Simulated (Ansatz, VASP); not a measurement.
**Two plane-wave programs on HfB**

INCAR

```
SYSTEM = HfB
PREC = Accurate
ENCUT = 520
EDIFF = 1E-6
ISMEAR = 0
SIGMA = 0.15
LREAL = .False.
LASPH = .True.
NELM = 100
ALGO = Normal
ISIF = 2
LWAVE = .False.
LCHARG = .False.
GGA = PE
NBANDS = 14
```

Contents of KPOINTS:

```
regular mesh
0
Gamma
  18 18 18
  0 0 0
```

Contents of POSCAR:

```
HfB
1.0
    0.0000000000      2.3128875000      2.3128875000
    2.3100000000      0.0028875000      2.3100000000
    2.3100000000      2.3100000000      0.0028875000
Hf B
1 1
Direct
    0.5000000000      0.5000000000      0.5000000000
    0.0000000000      0.0000000000      0.0000000000
```

Input for Ansatz:

```yaml
crystal:
  lattice:
    - [0.0, 2.3128875, 2.3128875]
    - [2.31, 0.0028875, 2.31]
    - [2.31, 2.31, 0.0028875]
  atoms:
    - { symbol: Hf, position: [0.5, 0.5, 0.5] }
    - { symbol: B, position: [0.0, 0.0, 0.0] }
basis:
  ecutwfc: 420
kpoints:
  mp_grid: { grid: [18, 18, 18] }
hamiltonian:
  xc: pbe
scf:
  occupations: { method: gaussian, width: 0.15 }
output:
  forces: true
  stress: true
  eigenvalues: true
  write_density: true
  write_potential: true
  elf: true
  volumetric_format: npy
```

Change from the starting cell: strain +0.0025 x Voigt [0, 0, 0, 1, 0, 0], atoms carried along.

Alike in both runs: task single point; functional PBE; k mesh 18 × 18 × 18; occupations gaussian, width 0.15 eV; no spin polarisation.

|  | VASP | Ansatz |
| --- | --- | --- |
| version | VASP 6.6.1 | Ansatz 0.2.0 |
| potentials or method | VASP PAW PBE potentials, release 64 (Hf_pv, B), cutoff 520 eV | scalar-relativistic, plane waves, PAW |
| valence electrons in the cell | 13 | 29 |

VASP gave:

```
gap on the k mesh at the Fermi level (eV)                     : none
pressure (GPa)                                                : 30.7
traceless stress, the component that is largest in VASP (GPa) : -0.15
```

Problem. Which values does Ansatz return?

Solution. gap on the k mesh at the Fermi level (eV): none; pressure (GPa): 29.8; traceless stress, the component that is largest in VASP (GPa): -0.16.

A gap of «none» marks a metal or a gap that the smearing closes. Both programs put the cell under a high pressure, so it lies far from rest at this level. VASP's potentials hold 13 valence electrons a cell and Ansatz's 29, so a difference there can come from the potentials and not from the codes.

Neither program's run includes spin-orbit coupling.
